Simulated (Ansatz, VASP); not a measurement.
**Two plane-wave programs on In2Sb**

The input INCAR:

```
SYSTEM = In2Sb
PREC = Accurate
ENCUT = 520
EDIFF = 1E-6
ISMEAR = 0
SIGMA = 0.1
LREAL = .FALSE.
LASPH = .TRUE.
NELM = 60
ALGO = Fast
ISIF = 2
LWAVE = .FALSE.
LCHARG = .TRUE.
GGA = PS
LELF = .TRUE.
LVHAR = .TRUE.
NBANDS = 40
```

KPOINTS

```
Automatic mesh
0
G
  6 6 4
  0 0 0
```

File POSCAR:

```
In2Sb
1.0
    5.3799042018      0.0000000000      0.0000000000
   -2.6899521009      4.6591337087      0.0000000000
    0.0000000000      0.0000000000      6.7225520000
In Sb
4 2
Direct
    0.6666666667      0.3333333333      0.2500000000
    0.3333333333      0.6666666667      0.7500000000
    0.0000000000      0.0000000000      0.5000000000
    0.0000000000      0.0000000000      0.0000000000
    0.6666666667      0.3333333333      0.7500000000
    0.3333333333      0.6666666667      0.2500000000
```

Input for Ansatz:

```yaml
crystal:
  lattice:
    - [5.3799042018, 0.0, 0.0]
    - [-2.6899521009, 4.6591337087, 0.0]
    - [0.0, 0.0, 6.722552]
  atoms:
    - { symbol: In, position: [0.6666666667, 0.3333333333, 0.25] }
    - { symbol: In, position: [0.3333333333, 0.6666666667, 0.75] }
    - { symbol: In, position: [0.0, 0.0, 0.5] }
    - { symbol: In, position: [0.0, 0.0, 0.0] }
    - { symbol: Sb, position: [0.6666666667, 0.3333333333, 0.75] }
    - { symbol: Sb, position: [0.3333333333, 0.6666666667, 0.25] }
basis:
  ecutwfc: 420
kpoints:
  mp_grid: { grid: [6, 6, 4] }
hamiltonian:
  xc: pbesol
scf:
  occupations: { method: gaussian, width: 0.1 }
output:
  forces: true
  stress: true
  eigenvalues: true
```

Alike in both runs: task single point; functional PBEsol; k mesh 6 × 6 × 4; occupations gaussian, width 0.1 eV; no spin polarisation.

```csv
,VASP,Ansatz
version,VASP 6.6.1,Ansatz 0.2.0
potentials or method,"VASP PAW PBE potentials, release 64 (In_d, Sb), cutoff 520 eV","scalar-relativistic, plane waves, PAW"
valence electrons in the cell,62,82
```

Ansatz gave:

| Property | Result |
| --- | --- |
| gap on the k mesh at the Fermi level (eV) | none |
| pressure (GPa) | -2.4 |
| traceless stress, the component that is largest in VASP (GPa) | -0.28 |

Q: Which values does VASP return?

A: gap on the k mesh at the Fermi level (eV): none; pressure (GPa): -2.4; traceless stress, the component that is largest in VASP (GPa): -0.29.

VASP's potentials were made for PBE, not for PBEsol. A gap of «none» marks a metal or a gap that the smearing closes. VASP's potentials hold 62 valence electrons a cell and Ansatz's 82, so a difference there can come from the potentials and not from the codes.

Neither program's run includes spin-orbit coupling.
